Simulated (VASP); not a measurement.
# Co5Si3 in VASP: a series of runs

The runs below take Co5Si3 through single point, with PBE.

All numbers are computed with VASP 6.6.1; they aren't measurements. Logs are shortened: lines on timing, memory, paths and dates and some standing lists are left out, and cuts for length are marked.

### Step 1. The cell of the first run

The cell holds a disordered packing, 16 atoms: a = 6.034 Å, b = 5.868 Å, c = 6.116 Å, α = 87.52°, β = 89.83°, γ = 89.74°.

### Step 2. Single point, PBE

Contents of INCAR:

```
  PREC = Accurate
  ENCUT = 400
  EDIFF = 1E-6
  ISMEAR = -1
  SIGMA = 0.2172
  LREAL = Auto
  LASPH = True
  NELM = 120
  ALGO = Normal
  ISIF = 2
  LWAVE = False
  LCHARG = False
  GGA = PE
  NBANDS = 71
  ISYM = -1
  GGA_COMPAT = False
```

Contents of KPOINTS:

```
explicit points
1
Reciprocal
  0.25000000   0.25000000   0.25000000 1
```

Contents of POSCAR:

```
Co5Si3
1.0
    6.0338460000      0.0132440000      0.0089480000
    0.0132440000      5.8666660000      0.1294660000
    0.0089480000      0.1294660000      6.1142670000
Co Si
10 6
Direct
    0.5130517520      0.7958218256      0.8638661584
    0.6957555874      0.9707595982      0.1882199480
    0.2439634435      0.1214619736      0.7777726781
    1.0210558779      0.3922703576      0.6743234991
    0.3533896353      0.9497998391      0.2332603538
    0.5495475245      0.2925121225      0.0527309773
    0.7748471636      0.2805023606      0.3784720473
    1.0330576873      0.7241830718      0.4158387447
    0.8975759083      0.8673779504      0.8180199748
    0.3719448615      0.4373796194      0.4337650037
    0.6247870191      0.4495651670      0.7258943716
   -0.0801050824      0.2344878153     -0.0131677958
    0.2135748185      0.6712578178      0.7314816098
    0.7479997695      0.5758802951      0.1996674303
    0.0779326025      0.0765357500      0.4352971307
    0.5936424826      0.9632748901      0.5419164293
```

Potentials or basis: VASP PAW PBE potentials, release 64 (Co, Si).

Launch:

```console
cat potpaw_PBE.64/Co/POTCAR potpaw_PBE.64/Si/POTCAR > POTCAR
mpirun -np 1 vasp_std > vasp.out
```

OUTCAR:

```text
PREC = Accurate
   ENCUT = 400
   EDIFF = 1E-6
   ISMEAR = -1
   LREAL = Auto
   LASPH = True
   NELM = 120
   ISIF = 2
   GGA = PE
   ISYM = -1

 ion  position               nearest neighbor table
   1  0.513  0.796  0.864-  13 2.13  16 2.22  11 2.33   9 2.37   2 2.53   3 2.54   5 2.65  14 2.77

   2  0.696  0.971  0.188-   5 2.09   6 2.21  16 2.25   7 2.25  14 2.34  12 2.36   1 2.53   9 2.66
                             8 2.83  15 2.85
   3  0.244  0.121  0.778-   4 2.15  15 2.35  12 2.44   1 2.54   9 2.58  13 2.68   6 2.72  16 2.73
                            10 2.85   5 3.00  11 3.01
   4  0.021  0.392  0.674-  13 2.05   3 2.15  12 2.17  15 2.43  11 2.43   8 2.46   7 2.46  10 2.58
                             9 3.05
   5  0.353  0.950  0.233-   2 2.09  15 2.21  16 2.39   6 2.55   8 2.57   1 2.65   3 3.00
   6  0.550  0.293  0.053-   2 2.21  11 2.21  14 2.27  12 2.30   7 2.41   5 2.55   3 2.72  10 2.73

   7  0.775  0.281  0.378-  14 2.02  15 2.20   2 2.25  16 2.35   6 2.41   4 2.46  11 2.55  12 2.57
                            10 2.62   8 3.06
   8  0.033  0.724  0.416-  15 2.10  13 2.23  14 2.36   4 2.46   5 2.57  10 2.64   9 2.75   2 2.83
                             7 3.06  16 3.10
   9  0.898  0.867  0.818-  13 2.29   1 2.37  12 2.43  16 2.54   3 2.58   2 2.66   8 2.75  15 2.81
                            14 2.97  11 3.03   4 3.05
  10  0.372  0.437  0.434-  11 2.36  13 2.51   4 2.58   7 2.62   8 2.64   6 2.73  15 2.77  14 2.78
                             3 2.85  16 3.13
  11  0.625  0.450  0.726-   6 2.21   1 2.33  10 2.36   4 2.43   7 2.55  12 2.67  13 2.80   3 3.01
                             9 3.03  14 3.11  16 3.12
  12  0.920  0.234  0.987-   4 2.17   6 2.30   2 2.36   9 2.43   3 2.44   7 2.57  14 2.64  11 2.67
                            15 3.01
  13  0.214  0.671  0.731-   4 2.05   1 2.13   8 2.23   9 2.29  10 2.51   3 2.68  11 2.80  15 3.04
                            16 3.06
  14  0.748  0.576  0.200-   7 2.02   6 2.27   2 2.34   8 2.36  12 2.64   1 2.77  10 2.78   9 2.97
                            11 3.11
  15  0.078  0.077  0.435-   8 2.10   7 2.20   5 2.21   3 2.35   4 2.43  10 2.77   9 2.81   2 2.85
                            12 3.01  13 3.04  16 3.06
  16  0.594  0.963  0.542-   1 2.22   2 2.25   7 2.35   5 2.39   9 2.54   3 2.73  15 3.06  13 3.06
                             8 3.10  11 3.12  10 3.13

IMPORTANT INFORMATION: All symmetrisations will be switched off!
NOSYMM: (Re-)initialisation of all symmetry stuff for point group C_1.

----------------------------------------------------------------------------------------

                                     Primitive cell

  volume of cell :     216.3336

  direct lattice vectors                    reciprocal lattice vectors
     6.033846000  0.013244000  0.008948000     0.165732932 -0.000368962 -0.000234731
     0.013244000  5.866666000  0.129466000    -0.000368962  0.170535073 -0.003610440
     0.008948000  0.129466000  6.114267000    -0.000234731 -0.003610440  0.163628695

  length of vectors
     6.033867170  5.868109304  6.115644076     0.165733509  0.170573687  0.163668690

  position of ions in fractional coordinates (direct lattice)
     0.513051752  0.795821826  0.863866158
     0.695755587  0.970759598  0.188219948
     0.243963444  0.121461974  0.777772678
     0.021055878  0.392270358  0.674323499
     0.353389635  0.949799839  0.233260354
     0.549547524  0.292512122  0.052730977
[... 8 lines left out ...]
     0.077932602  0.076535750  0.435297131
     0.593642483  0.963274890  0.541916429

  ion indices of the primitive-cell ions
   primitive index   ion index
                 1           1
                 2           2
                 3           3
                 4           4
                 5           5
                 6           6
[... 8 lines left out ...]
                15          15
                16          16

----------------------------------------------------------------------------------------

 KPOINTS: explicit points

Read explicit list of k-points.

 Found      1 k-points:

 Following reciprocal coordinates:
            Coordinates               Weight
  0.250000  0.250000  0.250000      1.000000
   k-points           NKPTS =      1   k-points in BZ     NKDIM =      1   number of bands    NBANDS=     71
   number of dos      NEDOS =    301   number of ions     NIONS =     16
   total plane-waves  NPLWV =  64000
   dimension x,y,z NGX =    40 NGY =   40 NGZ =   40
   dimension x,y,z NGXF=    80 NGYF=   80 NGZF=   80
   ions per type =              10   6
   NGX,Y,Z   is equivalent  to a cutoff of  11.02, 11.33, 10.87 a.u.
   NGXF,Y,Z  is equivalent  to a cutoff of  22.04, 22.66, 21.75 a.u.
 SYSTEM =  unknown system
   PREC   = accura    normal or accurate (medium, high low for compatibility)
   ISTART =      0    job   : 0-new  1-cont  2-samecut
   ICHARG =      2    charge: 1-file 2-atom 10-const
   ISPIN  =      1    spin polarized calculation?
   LNONCOLLINEAR =      F non collinear calculations
   LSORBIT =      F    spin-orbit coupling
   LASPH  =      T    aspherical Exc in radial PAW
   ENCUT  =  400.0 eV  29.40 Ry    5.42 a.u.   9.84  9.57  9.97*2*pi/ulx,y,z
   NELM   =    120;   NELMIN=  2; NELMDL= -5     # of ELM steps
   EDIFF  = 0.1E-05   stopping-criterion for ELM
   LREAL  =      T    real-space projection
   EDIFFG = 0.1E-04   stopping-criterion for IOM
   NSW    =      0    number of steps for IOM
   IBRION =     -1    ionic relax: 0-MD 1-quasi-New 2-CG
   NFREE  =      0    steps in history (QN), initial steepest desc. (CG)
   ISIF   =      2    stress and relaxation
   ISYM   =     -1    0-nonsym 1-usesym 2-fastsym
   POTIM  = 0.5000    time-step for ionic-motion
   TEBEG  =    0.0;   TEEND  =   0.0 temperature during run
   PSTRESS=    0.0 pullay stress
   NELECT =     114.0000    total number of electrons
   NUPDOWN=      -1.0000    fix difference up-down
   EMIN   =  10.00;   EMAX   =-10.00  energy-range for DOS
   EFERMI =   0.00;   METHOD = LEGACY
   ISMEAR =    -1;   SIGMA  =   0.22  broadening in eV -4-tet -1-fermi 0-gaus
   EFERMI_NEDOS =   21; number of points for ismear=-14 and -15
   IALGO  =     38    algorithm
   IMIX   =      4    mixing-type and parameters
     AMIX     =   0.40;   BMIX     =  1.00
     AMIX_MAG =   1.60;   BMIX_MAG =  1.00
  volume/ion in A,a.u.               =      13.52        91.24
  Fermi-wavevector in a.u.,A,eV,Ry     =   1.322316  2.498814 23.790040  1.748519
  Thomas-Fermi vector in A             =   2.452006
   LORBIT       =      0    0 simple, 1 ext, 2 COOP (PROOUT), +10 PAW based schemes
   GGA     = PE    functional components
   LHFCALC =     F    Hartree Fock is set to
   AEXX    =    0.0000 exact exchange contribution
   IVDW    =     0    specifies the selected vdW correction
   LEPSILON=     F    determine dielectric tensor
   LRPA    =     F    only Hartree local field effects (RPA)
 non-spin polarized calculation
  energy-cutoff  :      400.00
  volume of cell :      216.33
 maximum number of plane-waves:      3933
 NGX is ok and might be reduce to    40
   NGX = 19   NGY = 19   NGZ = 19

 number of electron     113.9999978 magnetization

 Free energy of the ion-electron system (eV)
  ---------------------------------------------------
  ext. energy  EPLUGINS =         0.00000000
  ---------------------------------------------------
  free energy    TOTEN  =      -100.87415386 eV

  energy without entropy =      -97.68768715  energy(sigma->0) =      -99.28092051

 E-fermi :   8.3950     XC(G=0): -11.6746

 val. band max:        8.3667632725   @ k =   0.2500   0.2500   0.2500
 cond. band min:       8.4070326586   @ k =   0.2500   0.2500   0.2500
 fundamental gap:      0.0402693861
 Fermi energy:         8.3949750903

 k-point     1 :       0.2500    0.2500    0.2500
  band No.  band energies     occupation
      1      -2.3909      2.00000
      2      -1.0807      2.00000
      3      -0.4549      2.00000
      4       0.0048      2.00000
      5       0.9692      2.00000
      6       1.1787      2.00000
[... 61 lines left out ...]
     68      10.7463      0.00004
     69      11.0079      0.00001
 [bands above 69 left out]

------------------------ aborting loop because EDIFF is reached ----------------------------------------

  FORCE on cell =-STRESS in cart. coord.  units (eV):
  Direction    XX          YY          ZZ          XY          YZ          ZX
  --------------------------------------------------------------------------------------
  -------------------------------------------------------------------------------------
  Total       -0.1224079      1.3349551     -5.8175751      1.8275752     -1.3826629      6.7359316
  in kB       -0.9065588      9.8867436    -43.0852497     13.5351123    -10.2400699     49.8866437
  external PRESSURE =     -11.3683550 kB  Pullay stress =       0.0000000 kB

 VOLUME and BASIS-vectors are now :
 -----------------------------------------------------------------------------
  energy-cutoff  :      400.00
  volume of cell :      216.33
      direct lattice vectors                 reciprocal lattice vectors
     6.033846000  0.013244000  0.008948000     0.165732932 -0.000368962 -0.000234731
     0.013244000  5.866666000  0.129466000    -0.000368962  0.170535073 -0.003610440
     0.008948000  0.129466000  6.114267000    -0.000234731 -0.003610440  0.163628695

 POSITION                                       TOTAL-FORCE (eV/Angst)
 -----------------------------------------------------------------------------------
      3.11395      4.78746      5.38953         0.574361     -0.156237      1.351545
      4.21262      5.72870      1.28273         3.240810     -2.315235     -0.803387
      1.48061      0.81650      4.77342         1.693320     -1.128516      0.845375
      0.13828      2.38890      4.17397        -2.333461     -0.254108     -0.646454
      2.14697      5.60704      1.55235        -1.663688     -0.853672     -0.514056
      3.32023      1.73018      0.36520        -1.845097      0.771397     -0.736230
[... 8 lines left out ...]
      0.47514      0.50640      2.67213         0.387459      1.759296      0.719950
      3.59955      5.72923      3.44345        -0.272803      0.071229      0.640751
 -----------------------------------------------------------------------------------
    total drift:                                0.005972     -0.003626     -0.000967

  FREE ENERGIE OF THE ION-ELECTRON SYSTEM (eV)
  ---------------------------------------------------
  free  energy   TOTEN  =      -100.8741538644 eV

  energy  without entropy=      -97.6876871543  energy(sigma->0) =      -99.28092051
```

Run time: 41 s. Hardware: 1 thread of Intel Xeon 6975P-C (Granite Rapids), shared host; peak memory 0.24 GiB.

Results:

```yaml
Free_energy: -100.8742 eV
Pressure: -1.1 GPa
Largest_force: 4.108 eV/Å
```

Forces on the atoms (eV/Å):
```
Co   0.574 -0.156  1.352
Co   3.241 -2.315 -0.803
Co   1.693 -1.129  0.845
Co  -2.333 -0.254 -0.646
Co  -1.664 -0.854 -0.514
Co  -1.845  0.771 -0.736
Co   0.881 -0.424  2.145
Co  -0.962 -1.643 -1.301
Co  -0.149  0.087  0.041
Co  -0.131 -0.317  0.005
Si   0.256  0.227 -1.372
Si   0.105 -1.054  0.744
Si   1.315  1.548  0.337
Si  -1.097  3.681 -1.457
Si   0.387  1.759  0.720
Si  -0.273  0.071  0.641
```

Stress tensor (GPa, compression positive):
```
-0.09  1.35  4.99
 1.35  0.99 -1.02
 4.99 -1.02 -4.31
```

Levels at points of the mesh, in eV from the Fermi level:
| k point | band 56 | band 57 | band 58 | band 59 | band 60 | band 61 |
| --- | --- | --- | --- | --- | --- | --- |
| (0.25, 0.25, 0.25) | -0.22 | -0.11 | -0.03 | 0.01 | 0.18 | 0.34 |

Caveat: the atoms stand as in a frame of molecular dynamics.

(Continued in part 2 of 2.)
